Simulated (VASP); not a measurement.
A run of VASP 6.6.1:

The input INCAR:

```
PREC = Accurate
ENCUT = 600
EDIFF = 1E-7
ISMEAR = 0
SIGMA = 0.1
LREAL = F
LASPH = T
NELM = 100
ALGO = Normal
ISIF = 3
LWAVE = F
LCHARG = F
GGA = PE
IBRION = 2
NSW = 90
EDIFFG = -0.04
```

Contents of KPOINTS:

```
Automatic mesh
0
Gamma
  6 6 1
```

The input POSCAR:

```
CdHg2S3
1.0
    4.1214830200      0.0000000000      0.0000000000
   -2.0607415100      3.5693090000      0.0000000000
    0.0000000000      0.0000000000     20.2430127100
Cd Hg S
2 4 6
Direct
    0.6666666700      0.3333333300      0.8333744400
    0.3333333300      0.6666666700      0.3333744400
    0.6666666700      0.3333333300      0.1667077700
    0.6666666700      0.3333333300      0.5000411100
    0.3333333300      0.6666666700      0.0000411100
    0.3333333300      0.6666666700      0.6667077700
    0.6666666700      0.3333333300      0.2916255600
    0.6666666700      0.3333333300      0.6249588900
    0.6666666700      0.3333333300      0.9582922300
    0.3333333300      0.6666666700      0.1249588900
    0.3333333300      0.6666666700      0.4582922300
    0.3333333300      0.6666666700      0.7916255600
```

Potentials or basis: VASP PAW PBE potentials, release 64 (Cd, Hg, S).

The run is started by

```bash
$ cat potpaw_PBE.64/Cd/POTCAR potpaw_PBE.64/Hg/POTCAR potpaw_PBE.64/S/POTCAR > POTCAR
$ mpirun -np 1 vasp_std > vasp.out
```

Hardware: 1 thread of Intel(R) Xeon(R) Platinum 8259CL CPU @ 2.50GHz (Skylake/Cascade Lake), on a shared host.

**Question.** How long does it take, and how much memory?

**Answer.** Run time: 26 min on 1 thread of Intel(R) Xeon(R) Platinum 8259CL CPU @ 2.50GHz (Skylake/Cascade Lake), on a shared host, peak memory 0.61 GiB. Counts: scf iterations 75, k points 7, ion steps 7.
